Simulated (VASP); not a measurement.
# GaN (Fm-3m) in VASP: G0W0 quasiparticle levels with PBE

Aim: the G0W0 quasiparticle levels of GaN with PBE.

All numbers are computed with VASP 6.6.1; they aren't measurements. Logs are shortened: lines on timing, memory, paths and dates and some standing lists are left out, and cuts for length are marked.

## (1) The cell of the first run

Symmetry: Fm-3m, No. 225, cubic system. Conventional cell: a = 4.217 Å, b = 4.217 Å, c = 4.217 Å, α = 90.00°, β = 90.00°, γ = 90.00°. Ga (site symmetry m-3m) has 6 N at 2.11 Å within 2.8 Å. N (site symmetry m-3m) has 6 Ga at 2.11 Å within 2.8 Å.

## (2) G0W0 quasiparticle levels, PBE

File POSCAR:

```
GaN
1.0
    0.0000000000      2.1085153661      2.1085153661
    2.1085153661      0.0000000000      2.1085153661
    2.1085153661      2.1085153661      0.0000000000
Ga N
1 1
Direct
    0.5000000000      0.5000000000      0.5000000000
    0.0000000000      0.0000000000      0.0000000000
```

File INCAR.step1:

```
ALGO = Normal
EDIFF = 1E-8
ENCUT = 500
GGA = PE
ISMEAR = 0
LASPH = T
LCHARG = F
LREAL = F
LWAVE = T
NELM = 80
PREC = Accurate
SIGMA = 0.01
```

File INCAR.step2:

```
ALGO = Exact
EDIFF = 1E-8
ENCUT = 500
GGA = PE
ISMEAR = 0
ISTART = 1
LASPH = T
LCHARG = F
LOPTICS = T
LREAL = F
LWAVE = T
NBANDS = 39
NELM = 1
PREC = Accurate
SIGMA = 0.01
```

File INCAR.step3:

```
ALGO = EVGW0
EDIFF = 1E-8
ENCUT = 500
ENCUTGW = 80.0
GGA = PE
ISMEAR = 0
ISTART = 1
LASPH = T
LCHARG = F
LREAL = F
LWAVE = F
NBANDS = 39
NBANDSGW = 17
NELMGW = 1
NOMEGA = 48
PREC = Accurate
PRECFOCK = Fast
SIGMA = 0.01
```

File KPOINTS:

```
k-points
0
Gamma
  6 6 6
```

Potentials or basis: VASP PAW PBE potentials, release 64 (Ga_d_GW, N_GW).

Command:

```
$ cat potpaw_PBE.64/Ga_d_GW/POTCAR potpaw_PBE.64/N_GW/POTCAR > POTCAR
$ cp INCAR.step1 INCAR
$ mpirun -np 1 vasp_std > vasp.out
$ cp INCAR.step2 INCAR
$ mpirun -np 1 vasp_std > vasp.out
$ cp INCAR.step3 INCAR
$ mpirun -np 1 vasp_std > vasp.out
```

OUTCAR:

```text
EDIFF = 1E-8
   ENCUT = 500
   ENCUTGW = 80.0
   GGA = PE
   ISMEAR = 0
   ISTART = 1
   LASPH = T
   LREAL = F
   NELMGW = 1
   PREC = Accurate
   PRECFOCK = Fast

 ion  position               nearest neighbor table
   1  0.500  0.500  0.500-   2 2.11   2 2.11   2 2.11   2 2.11   2 2.11   2 2.11
   2  0.000  0.000  0.000-   1 2.11   1 2.11   1 2.11   1 2.11   1 2.11   1 2.11

  LATTYP: Found a face centered cubic cell.
 ALAT       =     4.2170307322

  Lattice vectors:

 A1 = (   0.0000000000,   2.1085153661,   2.1085153661)
 A2 = (   2.1085153661,   0.0000000000,   2.1085153661)
 A3 = (   2.1085153661,   2.1085153661,   0.0000000000)

Analysis of symmetry for initial positions (statically):
=====================================================================
 Subroutine PRICEL returns:
 Original cell was already a primitive cell.

 Routine SETGRP: Setting up the symmetry group for a
 face centered cubic supercell.

 Subroutine GETGRP returns: Found 48 space group operations
 (whereof 48 operations were pure point group operations)
 out of a pool of 48 trial point group operations.

The static configuration has the point symmetry O_h .

Analysis of symmetry for dynamics (positions and initial velocities):
=====================================================================
 Subroutine PRICEL returns:
 Original cell was already a primitive cell.

 Routine SETGRP: Setting up the symmetry group for a
 face centered cubic supercell.

 Subroutine GETGRP returns: Found 48 space group operations
 (whereof 48 operations were pure point group operations)
 out of a pool of 48 trial point group operations.

The dynamic configuration has the point symmetry O_h .

 Subroutine INISYM returns: Found 48 space group operations
 (whereof 48 operations are pure point group operations),
 and found     1 'primitive' translations

----------------------------------------------------------------------------------------

                                     Primitive cell

  volume of cell :      18.7482

  direct lattice vectors                    reciprocal lattice vectors
     0.000000000  2.108515366  2.108515366    -0.237133676  0.237133676  0.237133676
     2.108515366  0.000000000  2.108515366     0.237133676 -0.237133676  0.237133676
     2.108515366  2.108515366  0.000000000     0.237133676  0.237133676 -0.237133676

  length of vectors
     2.981891027  2.981891027  2.981891027     0.410727575  0.410727575  0.410727575

  position of ions in fractional coordinates (direct lattice)
     0.500000000  0.500000000  0.500000000
     0.000000000  0.000000000  0.000000000

  ion indices of the primitive-cell ions
   primitive index   ion index
                 1           1
                 2           2

----------------------------------------------------------------------------------------

 KPOINTS: k-points

Automatic generation of k-mesh.
 Grid dimensions read from file:
 generate k-points for:    6    6    6

 Generating k-lattice:

  Cartesian coordinates                     Fractional coordinates (reciprocal lattice)
    -0.039522279  0.039522279  0.039522279     0.166666667  0.000000000  0.000000000
     0.039522279 -0.039522279  0.039522279     0.000000000  0.166666667  0.000000000
     0.039522279  0.039522279 -0.039522279     0.000000000  0.000000000  0.166666667

  Length of vectors
     0.068454596  0.068454596  0.068454596

  Shift w.r.t. Gamma in fractional coordinates (k-lattice)
     0.000000000  0.000000000  0.000000000

 Subroutine IBZKPT returns following result:
 ===========================================

 Found     16 irreducible k-points:

 Following reciprocal coordinates:
            Coordinates               Weight
  0.000000  0.000000  0.000000      1.000000
  0.166667  0.000000  0.000000      8.000000
  0.333333  0.000000  0.000000      8.000000
  0.500000  0.000000  0.000000      4.000000
  0.166667  0.166667  0.000000      6.000000
  0.333333  0.166667  0.000000     24.000000
[... 8 lines left out ...]
 -0.333333  0.333333  0.166667     24.000000
 -0.333333  0.500000  0.166667     12.000000
   k-points           NKPTS =     16   k-points in BZ     NKDIM =    216   number of bands    NBANDS=     39
   number of dos      NEDOS =    301   number of ions     NIONS =      2
   total plane-waves  NPLWV =  13824
   dimension x,y,z NGX =    24 NGY =   24 NGZ =   24
   dimension x,y,z NGXF=    48 NGYF=   48 NGZF=   48
   ions per type =               1   1
   NGX,Y,Z   is equivalent  to a cutoff of  13.38, 13.38, 13.38 a.u.
   NGXF,Y,Z  is equivalent  to a cutoff of  26.76, 26.76, 26.76 a.u.
 SYSTEM =  unknown system
   PREC   = accura    normal or accurate (medium, high low for compatibility)
   ISTART =      1    job   : 0-new  1-cont  2-samecut
   ICHARG =      0    charge: 1-file 2-atom 10-const
   ISPIN  =      1    spin polarized calculation?
   LNONCOLLINEAR =      F non collinear calculations
   LSORBIT =      F    spin-orbit coupling
   LASPH  =      T    aspherical Exc in radial PAW
   ENCUT  =  500.0 eV  36.75 Ry    6.06 a.u.   5.44  5.44  5.44*2*pi/ulx,y,z
   NELM   =     60;   NELMIN=  2; NELMDL=  0     # of ELM steps
   EDIFF  = 0.1E-07   stopping-criterion for ELM
   LREAL  =      F    real-space projection
   EDIFFG = 0.1E-06   stopping-criterion for IOM
   NSW    =      0    number of steps for IOM
   IBRION =     -1    ionic relax: 0-MD 1-quasi-New 2-CG
   NFREE  =      0    steps in history (QN), initial steepest desc. (CG)
   ISIF   =      0    stress and relaxation
   ISYM   =      3    0-nonsym 1-usesym 2-fastsym
   POTIM  = 0.5000    time-step for ionic-motion
   TEBEG  =    0.0;   TEEND  =   0.0 temperature during run
   PSTRESS=    0.0 pullay stress
   NELECT =      18.0000    total number of electrons
   NUPDOWN=      -1.0000    fix difference up-down
   EMIN   =  10.00;   EMAX   =-10.00  energy-range for DOS
   EFERMI =   0.00;   METHOD = LEGACY
   ISMEAR =     0;   SIGMA  =   0.01  broadening in eV -4-tet -1-fermi 0-gaus
   EFERMI_NEDOS =   21; number of points for ismear=-14 and -15
   IALGO  =     38    algorithm
   IMIX   =      4    mixing-type and parameters
     AMIX     =   0.40;   BMIX     =  1.00
     AMIX_MAG =   1.60;   BMIX_MAG =  1.00
  volume/ion in A,a.u.               =       9.37        63.26
  Fermi-wavevector in a.u.,A,eV,Ry     =   1.615024  3.051952 35.488097  2.608302
  Thomas-Fermi vector in A             =   2.709838
   LORBIT       =      0    0 simple, 1 ext, 2 COOP (PROOUT), +10 PAW based schemes
   GGA     = PE    functional components
   LHFCALC =     T    Hartree Fock is set to
   PRECFOCK=fast      Normal, Fast or Accurate (Low or Medium for compatibility)
   ENCUT4O =  -1.0   cutoff for four orbital integrals eV
   NKREDX  =     1    reduce k-point grid by
   NKREDY  =     1    reduce k-point grid by
   NKREDZ  =     1    reduce k-point grid by
   AEXX    =    1.0000 exact exchange contribution
   HFSCREEN=    0.0000 screening length (either q_TF or 0.3 A-1)
   HFSCREENC=   0.0000 screening length for correlation (either q_TF or 0.3 A-1)
   ENCUTFOCK=  -1.0 apply spherical cutoff to Coloumb kernel
   IVDW    =     0    specifies the selected vdW correction
   LEPSILON=     F    determine dielectric tensor
   LRPA    =     F    only Hartree local field effects (RPA)
   LRPAFORCE           =     F    calculate RPA forces
   ENCUTGW             =  80.0    cutoff for response function in eV
   ENCUTGWSOFT         =  64.0    soft cutoff for Coulomb kernel in GW response function in eV
   ENCUTLF             =  -1.0    cutoff for local field effects
   NELMGW              =     1    number of iterations in solving QP/BSE equation
   NELMHF              =     1    number of iterations in the inner HF iteration
   NKREDLFX            =     1    NKREDLFY  =   1   NKREDLFZ  =   1
 non-spin polarized calculation
 Gauss-broadening in eV      SIGMA  =   0.01
  energy-cutoff  :      500.00
  volume of cell :       18.75
 maximum number of plane-waves:       531
 NGX is ok and might be reduce to    24
  NGX = 14; NGY = 14; NGZ = 14
   NGX = 11   NGY = 11   NGZ = 11
 maximum number of plane-waves:        34
 NGX is ok and might be reduce to    10

 QP shifts <psi_nk| G(iteration)W_0 |psi_nk>: iteration 1
 for sc-GW calculations column KS-energies equals QP-energies in previous step
 and V_xc(KS)=  KS-energies - (<T + V_ion + V_H > + <T+V_H+V_ion>^1  + <V_x>^1)

 k-point   1 :       0.0000    0.0000    0.0000
  band No.  KS-energies  QP-energies   sigma(KS)   V_xc(KS)     V^pw_x(r,r')   Z            occupation Imag(sigma)

      1      -9.5991     -10.3459     -15.6194     -14.5440     -24.4163       0.6944       2.0000       1.4104
      2      -6.3010      -9.8374     -26.4548     -21.6472     -34.9896       0.7356       2.0000       0.2238
      3      -6.3010      -9.8374     -26.4548     -21.6472     -34.9896       0.7356       2.0000       0.2238
      4      -6.3010      -9.8374     -26.4548     -21.6472     -34.9896       0.7356       2.0000       0.2238
      5      -6.2045      -9.8469     -26.7872     -21.8492     -35.4640       0.7376       2.0000       0.2759
      6      -6.2045      -9.8469     -26.7872     -21.8492     -35.4640       0.7376       2.0000       0.2759
[... 9 lines left out ...]
     16      23.6770      24.7479     -11.3537     -12.7475      -4.5181       0.7683       0.0000      -0.6032
     17      23.8723      24.2149      -8.8460      -9.2806      -2.5749       0.7884       0.0000      -0.3534

 k-point   2 :       0.1667    0.0000    0.0000
  band No.  KS-energies  QP-energies   sigma(KS)   V_xc(KS)     V^pw_x(r,r')   Z            occupation Imag(sigma)

      1      -9.0633      -9.7901     -15.7528     -14.7058     -24.4490       0.6942       2.0000       1.3467
      2      -6.3202      -9.8398     -26.3697     -21.5850     -34.8998       0.7356       2.0000       0.2297
      3      -6.2980      -9.8555     -26.5101     -21.6752     -35.1041       0.7358       2.0000       0.2491
      4      -6.2980      -9.8555     -26.5101     -21.6752     -35.1041       0.7358       2.0000       0.2491
      5      -6.2136      -9.8170     -26.6886     -21.8008     -35.3178       0.7372       2.0000       0.2571
      6      -6.2136      -9.8170     -26.6886     -21.8008     -35.3178       0.7372       2.0000       0.2571
[... 9 lines left out ...]
     16      24.2832      25.0387     -11.4302     -12.3750      -5.6396       0.7997       0.0000      -0.4111
     17      29.4140      30.0846     -10.1171     -10.9503      -3.5842       0.8049       0.0000      -0.7522

 k-point   3 :       0.3333    0.0000    0.0000
  band No.  KS-energies  QP-energies   sigma(KS)   V_xc(KS)     V^pw_x(r,r')   Z            occupation Imag(sigma)
[... 253 lines left out ...]
      1      -7.5730      -9.8113     -22.3094     -19.1482     -31.2048       0.7080       2.0000       0.6582
      2      -6.3695      -9.8569     -26.1926     -21.4476     -34.7658       0.7349       2.0000       0.2686
      3      -6.2792      -9.8246     -26.4637     -21.6456     -35.1000       0.7359       2.0000       0.2755
      4      -6.2714      -9.7775     -26.3238     -21.5609     -34.8438       0.7361       2.0000       0.2360
      5      -6.0506      -9.6444     -26.8091     -21.9396     -35.3718       0.7380       2.0000       0.2215
      6      -4.1452      -6.0410     -21.9968     -19.4267     -30.1198       0.7376       2.0000       0.6037
[... 9 lines left out ...]
     16      33.6579      34.7141     -10.5389     -11.8329      -3.7150       0.8162       0.0000      -1.1638
     17      35.3067      36.6940     -11.1918     -12.8640      -4.6307       0.8297       0.0000      -1.2286

 k-point  16 :      -0.3333    0.5000    0.1667
  band No.  KS-energies  QP-energies   sigma(KS)   V_xc(KS)     V^pw_x(r,r')   Z            occupation Imag(sigma)

      1      -7.8105     -10.0506     -22.3076     -19.1321     -31.2659       0.7054       2.0000       0.6598
      2      -6.3983      -9.8880     -26.1804     -21.4323     -34.6899       0.7350       2.0000       0.2346
      3      -6.2217      -9.8166     -26.6648     -21.7824     -35.3657       0.7363       2.0000       0.2916
      4      -6.1689      -9.7084     -26.5233     -21.7169     -35.0583       0.7364       2.0000       0.2305
      5      -6.0147      -9.6168     -26.8562     -21.9818     -35.4201       0.7390       2.0000       0.2192
      6      -3.4235      -5.3060     -22.4820     -19.9359     -30.5424       0.7394       2.0000       0.5580
[... 9 lines left out ...]
     16      35.0623      36.5748     -12.6561     -14.4644      -5.9437       0.8364       0.0000      -1.4761
     17      36.9951      38.6257     -12.4931     -14.4664      -5.0693       0.8264       0.0000      -1.8145
```

It took 1.7 min on 1 thread of Intel Xeon 6975P-C (Granite Rapids), shared host; peak memory 0.25 GiB.

What came out:

```
Quasiparticle gap                                   : 1.45 eV
Least direct quasiparticle gap                      : 3.72 eV
Band gap of the starting levels on the mesh         : 0.62 eV
Least direct gap of the starting levels on the mesh : 2.83 eV
```

Caveat: the k points lie up to 0.43 Å⁻¹ apart; bands, screening cutoff and mesh are small and nothing is extrapolated, so the quasiparticle values aren't converged.
